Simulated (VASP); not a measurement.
# Cr in VASP: a series of runs

The runs below take Cr through single point, with PBEsol.

All numbers are computed with VASP 6.6.1; they aren't measurements. Logs are shortened: lines on timing, memory, paths and dates and some standing lists are left out, and cuts for length are marked.

## Step 1: The cell of the first run

It takes space group Im-3m (No. 229, cubic). The conventional cell has a = 2.740 Å, b = 2.740 Å, c = 2.740 Å, α = 90.00°, β = 90.00°, γ = 90.00°. Within 3.1 Å of Cr (site symmetry m-3m) lie 14 Cr at 2.37 to 2.74 Å.

## Step 2: Single point, PBEsol (strain -0.050 along x and y, -0.050 along z)

Contents of INCAR:

```
SYSTEM = Cr
  ALGO = Fast
  EDIFF = 1E-7
  ENCUT = 520
  GGA = PS
  ISIF = 2
  ISMEAR = 0
  LASPH = .TRUE.
  LCHARG = .FALSE.
  LREAL = .FALSE.
  LWAVE = .FALSE.
  NBANDS = 12
  NELM = 80
  PREC = Accurate
  SIGMA = 0.15
```

Contents of KPOINTS:

```
k-points
0
G
  24 24 24
  0 0 0
```

Contents of POSCAR:

```
Cr
1.0
   -1.3698525000      1.3698525000      1.3698525000
    1.3698525000     -1.3698525000      1.3698525000
    1.3698525000      1.3698525000     -1.3698525000
Cr
1
Direct
    0.0000000000      0.0000000000      0.0000000000
```

Potentials or basis: VASP PAW PBE potentials, release 64 (Cr_pv).

Command:

```console
cat potpaw_PBE.64/Cr_pv/POTCAR > POTCAR
mpirun -np 1 vasp_std > vasp.out
```

OUTCAR:

```text
SYSTEM = Cr
   EDIFF = 1E-7
   ENCUT = 520
   GGA = PS
   ISIF = 2
   ISMEAR = 0
   LASPH = .TRUE.
   LREAL = .FALSE.
   NELM = 80
   PREC = Accurate

 ion  position               nearest neighbor table
   1  0.000  0.000  0.000-

  LATTYP: Found a body centered cubic cell.
 ALAT       =     2.7397050000

  Lattice vectors:

 A1 = (  -1.3698525000,   1.3698525000,   1.3698525000)
 A2 = (   1.3698525000,  -1.3698525000,   1.3698525000)
 A3 = (   1.3698525000,   1.3698525000,  -1.3698525000)

Analysis of symmetry for initial positions (statically):
=====================================================================
 Subroutine PRICEL returns:
 Original cell was already a primitive cell.

 Routine SETGRP: Setting up the symmetry group for a
 body centered cubic supercell.

 Subroutine GETGRP returns: Found 48 space group operations
[... 9 lines left out ...]

 Routine SETGRP: Setting up the symmetry group for a
 body centered cubic supercell.

 Subroutine GETGRP returns: Found 48 space group operations
[... 11 lines left out ...]
                                     Primitive cell

  volume of cell :      10.2821

  direct lattice vectors                    reciprocal lattice vectors
    -1.369852500  1.369852500  1.369852500     0.000000000  0.365002801  0.365002801
     1.369852500 -1.369852500  1.369852500     0.365002801  0.000000000  0.365002801
     1.369852500  1.369852500 -1.369852500     0.365002801  0.365002801  0.000000000

  length of vectors
     2.372654129  2.372654129  2.372654129     0.516191912  0.516191912  0.516191912

  position of ions in fractional coordinates (direct lattice)
     0.000000000  0.000000000  0.000000000

  ion indices of the primitive-cell ions
   primitive index   ion index
                 1           1

----------------------------------------------------------------------------------------

 KPOINTS: k-points

Automatic generation of k-mesh.
 Grid dimensions read from file:
 generate k-points for:   24   24   24

 Generating k-lattice:

  Cartesian coordinates                     Fractional coordinates (reciprocal lattice)
     0.000000000  0.015208450  0.015208450     0.041666667  0.000000000  0.000000000
     0.015208450  0.000000000  0.015208450     0.000000000  0.041666667  0.000000000
     0.015208450  0.015208450  0.000000000     0.000000000  0.000000000  0.041666667

  Length of vectors
     0.021507996  0.021507996  0.021507996

  Shift w.r.t. Gamma in fractional coordinates (k-lattice)
     0.000000000  0.000000000  0.000000000

 Subroutine IBZKPT returns following result:
 ===========================================

 Found    413 irreducible k-points:

 Following reciprocal coordinates:
            Coordinates               Weight
  0.000000  0.000000  0.000000      1.000000
  0.041667  0.000000  0.000000     12.000000
  0.083333  0.000000  0.000000     12.000000
  0.125000  0.000000  0.000000     12.000000
  0.166667  0.000000  0.000000     12.000000
  0.208333  0.000000  0.000000     12.000000
[... 16 lines left out ...]
  0.416667  0.041667  0.000000     48.000000
  0.458333  0.041667  0.000000     48.000000
 [... further k-points ...]
   k-points           NKPTS =    413   k-points in BZ     NKDIM =    413   number of bands    NBANDS=     12
   number of dos      NEDOS =    301   number of ions     NIONS =      1
   total plane-waves  NPLWV =   5832
   dimension x,y,z NGX =    18 NGY =   18 NGZ =   18
   dimension x,y,z NGXF=    36 NGYF=   36 NGZF=   36
   ions per type =               1
   NGX,Y,Z   is equivalent  to a cutoff of  12.61, 12.61, 12.61 a.u.
   NGXF,Y,Z  is equivalent  to a cutoff of  25.22, 25.22, 25.22 a.u.
 SYSTEM =  Cr
   PREC   = accura    normal or accurate (medium, high low for compatibility)
   ISTART =      0    job   : 0-new  1-cont  2-samecut
   ICHARG =      2    charge: 1-file 2-atom 10-const
   ISPIN  =      1    spin polarized calculation?
   LNONCOLLINEAR =      F non collinear calculations
   LSORBIT =      F    spin-orbit coupling
   LASPH  =      T    aspherical Exc in radial PAW
   ENCUT  =  520.0 eV  38.22 Ry    6.18 a.u.   4.41  4.41  4.41*2*pi/ulx,y,z
   NELM   =     80;   NELMIN=  2; NELMDL= -5     # of ELM steps
   EDIFF  = 0.1E-06   stopping-criterion for ELM
   LREAL  =      F    real-space projection
   EDIFFG = 0.1E-05   stopping-criterion for IOM
   NSW    =      0    number of steps for IOM
   IBRION =     -1    ionic relax: 0-MD 1-quasi-New 2-CG
   NFREE  =      0    steps in history (QN), initial steepest desc. (CG)
   ISIF   =      2    stress and relaxation
   ISYM   =      2    0-nonsym 1-usesym 2-fastsym
   POTIM  = 0.5000    time-step for ionic-motion
   TEBEG  =    0.0;   TEEND  =   0.0 temperature during run
   PSTRESS=    0.0 pullay stress
   NELECT =      12.0000    total number of electrons
   NUPDOWN=      -1.0000    fix difference up-down
   EMIN   =  10.00;   EMAX   =-10.00  energy-range for DOS
   EFERMI =   0.00;   METHOD = LEGACY
   ISMEAR =     0;   SIGMA  =   0.15  broadening in eV -4-tet -1-fermi 0-gaus
   EFERMI_NEDOS =   21; number of points for ismear=-14 and -15
   IALGO  =     68    algorithm
   IMIX   =      4    mixing-type and parameters
     AMIX     =   0.40;   BMIX     =  1.00
     AMIX_MAG =   1.60;   BMIX_MAG =  1.00
  volume/ion in A,a.u.               =      10.28        69.39
  Fermi-wavevector in a.u.,A,eV,Ry     =   1.723620  3.257169 40.421069  2.970865
  Thomas-Fermi vector in A             =   2.799462
   LORBIT       =      0    0 simple, 1 ext, 2 COOP (PROOUT), +10 PAW based schemes
   GGA     = PS    functional components
   LHFCALC =     F    Hartree Fock is set to
   AEXX    =    0.0000 exact exchange contribution
   IVDW    =     0    specifies the selected vdW correction
   LEPSILON=     F    determine dielectric tensor
   LRPA    =     F    only Hartree local field effects (RPA)
 non-spin polarized calculation
 RMM-DIIS sequential band-by-band and
 Gauss-broadening in eV      SIGMA  =   0.15
  energy-cutoff  :      520.00
  volume of cell :       10.28
 maximum number of plane-waves:       286
 NGX is ok and might be reduce to    18
   NGX =  9   NGY =  9   NGZ =  9

 number of electron      11.9999994 magnetization

 Free energy of the ion-electron system (eV)
  ---------------------------------------------------
  ext. energy  EPLUGINS =         0.00000000
  ---------------------------------------------------
  free energy    TOTEN  =       -10.18174607 eV

  energy without entropy =      -10.17493939  energy(sigma->0) =      -10.17834273

 E-fermi :  12.6070     XC(G=0): -14.5313

 val. band max:       12.5993268294   @ k =  -0.3333   0.3333   0.2083
 cond. band min:      12.6211668550   @ k =  -0.2917   0.3333   0.2500
 fundamental gap:      0.0218400256
 Fermi energy:        12.6069755155

 k-point     1 :       0.0000    0.0000    0.0000
  band No.  band energies     occupation
      1     -29.8315      2.00000
      2     -29.8315      2.00000
      3     -29.8315      2.00000
      4       4.2938      2.00000
      5      11.4957      2.00000
      6      11.4957      2.00000
      7      11.4957      2.00000
      8      13.8565      0.00000
      9      13.8565      0.00000
     10      19.7389      0.00000
     11      35.7531      0.00000
     12      35.7531      0.00000

 k-point     2 :       0.0417    0.0000    0.0000
  band No.  band energies     occupation
      1     -29.8557      2.00000
      2     -29.8387      2.00000
      3     -29.8318      2.00000
      4       4.3794      2.00000
      5      11.4598      2.00000
      6      11.4903      2.00000
      7      11.5569      2.00000
      8      13.8140      0.00000
      9      13.8588      0.00000
     10      19.7389      0.00000
     11      35.6189      0.00000
     12      35.7488      0.00000

 k-point     3 :       0.0833    0.0000    0.0000
  band No.  band energies     occupation
      1     -29.9261      2.00000
      2     -29.8597      2.00000
      3     -29.8324      2.00000
      4       4.6314      2.00000
      5      11.3558      2.00000
      6      11.4680      2.00000
      7      11.7383      2.00000
      8      13.7034      0.00000
      9      13.8665      0.00000
     10      19.7388      0.00000
     11      35.2092      0.00000
     12      35.6966      0.00000

 k-point     4 :       0.1250    0.0000    0.0000
  band No.  band energies     occupation
      1     -30.0372      2.00000
      2     -29.8928      2.00000
      3     -29.8335      2.00000
      4       5.0344      2.00000
      5      11.1937      2.00000
      6      11.4138      2.00000
      7      12.0332      2.00000
      8      13.5697      0.00000
      9      13.8816      0.00000
     10      19.7389      0.00000
     11      34.5209      0.00000
     12      35.5077      0.00000

 k-point     5 :       0.1667    0.0000    0.0000
  band No.  band energies     occupation
      1     -30.1801      2.00000
      2     -29.9358      2.00000
      3     -29.8348      2.00000
      4       5.5597      2.00000
      5      10.9885      2.00000
      6      11.3185      2.00000
      7      12.4300      1.90470
      8      13.4691      0.00000
      9      13.9064      0.00000
     10      19.7389      0.00000
     11      33.5528      0.00000
     12      35.0882      0.00000

 k-point     6 :       0.2083    0.0000    0.0000
  band No.  band energies     occupation
      1     -30.3443      2.00000
      2     -29.9856      2.00000
      3     -29.8363      2.00000
      4       6.1585      2.00000
      5      10.7575      2.00000
      6      11.2075      2.00000
      7      12.9121      0.00402
      8      13.4394      0.00000
      9      13.9429      0.00000
     10      19.7388      0.00000
     11      32.3314      0.00000
     12      34.4365      0.00000

 k-point     7 :       0.2500    0.0000    0.0000
  band No.  band energies     occupation
      1     -30.5177      2.00000
      2     -30.0387      2.00000
      3     -29.8380      2.00000
      4       6.7510      2.00000
      5      10.5182      2.00000
      6      11.1630      2.00000
      7      13.4566      0.00000
      8      13.4831      0.00000
      9      13.9916      0.00000
     10      19.7387      0.00000
     11      30.9191      0.00000
     12      33.6437      0.00000

 k-point     8 :       0.2917    0.0000    0.0000
  band No.  band energies     occupation
      1     -30.6885      2.00000
      2     -30.0915      2.00000
      3     -29.8397      2.00000
      4       7.2259      2.00000
      5      10.2873      2.00000
      6      11.3093      2.00000
      7      13.5787      0.00000
      8      14.0345      0.00000
      9      14.0506      0.00000
     10      19.7387      0.00000
     11      29.4002      0.00000
     12      32.8207      0.00000
[... 166 lines left out ...]
 k-point    20 :       0.2917    0.0417    0.0000
  band No.  band energies     occupation
      1     -30.7701      2.00000
      2     -30.1193      2.00000
      3     -29.8495      2.00000
      4       7.4440      2.00000
      5      10.1841      2.00000
      6      11.3896      2.00000
      7      13.5964      0.00000
      8      14.1274      0.00000
      9      14.4253      0.00000
     10      19.7387      0.00000
     11      28.6458      0.00000
     12      32.3341      0.00000

 k-point    21 :       0.3333    0.0417   -0.0000
  band No.  band energies     occupation
      1     -30.9131      2.00000
      2     -30.1664      2.00000
      3     -29.8511      2.00000
      4       7.6078      2.00000
      5       9.9939      2.00000
      6      11.9106      2.00000
      7      13.7286      0.00000
      8      14.2026      0.00000
      9      14.9982      0.00000
     10      19.7385      0.00000
     11      27.1389      0.00000
     12      31.6365      0.00000

 k-point    22 :       0.3750    0.0417    0.0000
  band No.  band energies     occupation
      1     -31.0285      2.00000
      2     -30.2047      2.00000
      3     -29.8524      2.00000
      4       7.6231      2.00000
      5       9.8428      2.00000
      6      12.5676      1.28941
      7      13.8432      0.00000
      8      14.2959      0.00000
      9      15.5089      0.00000
     10      19.7383      0.00000
     11      25.7707      0.00000
     12      31.0744      0.00000

 k-point    23 :       0.4167    0.0417    0.0000
  band No.  band energies     occupation
      1     -31.1094      2.00000
      2     -30.2317      2.00000
      3     -29.8534      2.00000
      4       7.5833      2.00000
      5       9.7380      2.00000
      6      13.1604      0.00000
      7      13.9026      0.00000
      8      14.4250      0.00000
      9      15.9061      0.00000
     10      19.7380      0.00000
     11      24.6828      0.00000
     12      30.6813      0.00000

 k-point    24 :       0.4583    0.0417    0.0000
  band No.  band energies     occupation
      1     -31.1510      2.00000
      2     -30.2456      2.00000
      3     -29.8539      2.00000
      4       7.5499      2.00000
      5       9.6844      2.00000
      6      13.5162      0.00000
      7      13.8941      0.00000
      8      14.5483      0.00000
      9      16.1315      0.00000
     10      19.7378      0.00000
     11      24.0589      0.00000
     12      30.4793      0.00000

 [... further k-points ...]
[... 5 lines left out ...]
  --------------------------------------------------------------------------------------
  -------------------------------------------------------------------------------------
  Total        1.6940770      1.6940770      1.6940770     -0.0000000     -0.0000000      0.0000000
  in kB      263.9747076    263.9747076    263.9747076     -0.0000000     -0.0000000      0.0000000
  external PRESSURE =     263.9747076 kB  Pullay stress =       0.0000000 kB

 VOLUME and BASIS-vectors are now :
 -----------------------------------------------------------------------------
  energy-cutoff  :      520.00
  volume of cell :       10.28
      direct lattice vectors                 reciprocal lattice vectors
    -1.369852500  1.369852500  1.369852500     0.000000000  0.365002801  0.365002801
     1.369852500 -1.369852500  1.369852500     0.365002801  0.000000000  0.365002801
     1.369852500  1.369852500 -1.369852500     0.365002801  0.365002801  0.000000000

 POSITION                                       TOTAL-FORCE (eV/Angst)
 -----------------------------------------------------------------------------------
      0.00000      0.00000      0.00000        -0.000000     -0.000000     -0.000000
 -----------------------------------------------------------------------------------
    total drift:                               -0.000000      0.000000      0.000000

  FREE ENERGIE OF THE ION-ELECTRON SYSTEM (eV)
  ---------------------------------------------------
  free  energy   TOTEN  =       -10.1817460724 eV

  energy  without entropy=      -10.1749393931  energy(sigma->0) =      -10.17834273
```

Run time: 64 s. Hardware: 1 thread of Intel Xeon Platinum 8375C at 2.90GHz (Ice Lake), shared host; peak memory 0.15 GiB.

Results:

```yaml
Free_energy: -10.1817 eV
Pressure: 26.4 GPa
Band_gap_on_the_k_mesh: zero (band 6 reaches 15.47 eV, above the bottom of band 7 at 11.50 eV)
```

Caveat: the cell differs from its parent crystal (strain -0.050 along x and y, -0.050 along z); the PAW data sets were made with another functional, which shifts forces and pressure a little; the run has no spin polarisation, though such a crystal can be magnetic.

## Step 3: Single point, PBEsol (strain -0.025 along x and y, -0.025 along z)

Contents of INCAR:

```
SYSTEM = Cr
PREC     = Accurate       ! precision mode
ENCUT    = 520            ! plane-wave cutoff, eV
EDIFF    = 1E-6           ! SCF threshold, eV
ISMEAR   = 0              ! smearing method
SIGMA    = 0.15           ! smearing width, eV
LREAL    = .FALSE.        ! projectors in reciprocal space
LASPH    = .TRUE.         ! aspherical terms in the spheres
NELM     = 80             ! most SCF steps
ALGO     = Normal         ! electronic algorithm
ISIF     = 2              ! what is computed and relaxed
LWAVE    = .FALSE.        ! write WAVECAR
LCHARG   = .FALSE.        ! write CHGCAR
GGA      = PS             ! functional
NBANDS   = 12             ! bands
```

Contents of KPOINTS:

```
Automatic mesh
0
G
  24 24 24
  0 0 0
```

Contents of POSCAR:

```
Cr
1.0
   -1.4059012500      1.4059012500      1.4059012500
    1.4059012500     -1.4059012500      1.4059012500
    1.4059012500      1.4059012500     -1.4059012500
Cr
1
Direct
    0.0000000000      0.0000000000      0.0000000000
```

Potentials or basis: VASP PAW PBE potentials, release 64 (Cr_pv).

Command:

```console
cat potpaw_PBE.64/Cr_pv/POTCAR > POTCAR
mpirun -np 1 vasp_std > vasp.out
```

It took 46 s on 1 thread of Intel Xeon Platinum 8375C at 2.90GHz (Ice Lake), shared host; peak memory 0.16 GiB.

It converged, with:

```yaml
Free_energy: -10.2470 eV
Pressure: 0.2 GPa
Band_gap_on_the_k_mesh: zero (band 6 reaches 13.98 eV, above the bottom of band 7 at 10.42 eV)
```

Levels at points of the mesh, in eV from the Fermi level:
| k point | band 4 | band 5 | band 6 | band 7 | band 8 | band 9 |
| --- | --- | --- | --- | --- | --- | --- |
| (0.00, 0.00, 0.00) | -8.04 | -0.98 | -0.98 | -0.98 | 1.15 | 1.15 |
| (0.50, 0.00, 0.00) | -4.67 | -2.62 | 1.17 | 1.19 | 1.52 | 3.00 |
| (0.50, 0.50, 0.50) | -4.61 | -4.61 | 2.58 | 2.58 | 2.58 | 7.09 |

Caveat: the cell differs from its parent crystal (strain -0.025 along x and y, -0.025 along z); the PAW data sets were made with another functional, which shifts forces and pressure a little; the run has no spin polarisation, though such a crystal can be magnetic.

(Part 1 of 2 ends here.)
